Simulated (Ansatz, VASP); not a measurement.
One calculation of Cd2SbO2, two programs

```
Cd Sb O
1.0
     3.17037    0.00000    0.00000
     0.00000    3.17037    0.00000
     0.00000    0.00000    8.95743
Cd Sb O
2 1 2
Direct
  0.50000 0.50000 0.33149
  0.00000 0.00000 0.65841
  0.00000 0.00000 0.00309
  0.00000 0.00000 0.24894
  0.50000 0.50000 0.57807
```

Alike in both runs: functional PBE; k mesh 10 × 10 × 4; occupations gaussian, width 0.1 eV; no spin polarisation.

Ansatz relaxed the structure, and its values are those at the end. VASP's run is a single point on that final structure, the one shown.

|  | VASP | Ansatz |
| --- | --- | --- |
| version | VASP 6.6.1 | Ansatz 0.2.0 |
| potentials or method | VASP PAW PBE potentials, release 64 (Cd, Sb, O), cutoff 520 eV | scalar-relativistic, plane waves, PAW |
| valence electrons in the cell | 41 | 67 |

Ansatz gave:

* gap on the k mesh at the Fermi level (eV): none
* pressure (GPa): 0.0
* rms of the force components (eV/Å): 0.000

Task: Estimate VASP's values.

Result: gap on the k mesh at the Fermi level (eV): none; pressure (GPa): 0.6; rms of the force components (eV/Å): 0.030.

A gap of «none» marks a metal or a gap that the smearing closes. The functional is the same, so the differences come from potentials, cutoffs and numerics. VASP's potentials hold 41 valence electrons a cell and Ansatz's 67, so a difference there can come from the potentials and not from the codes.

Spin-orbit coupling is off throughout.
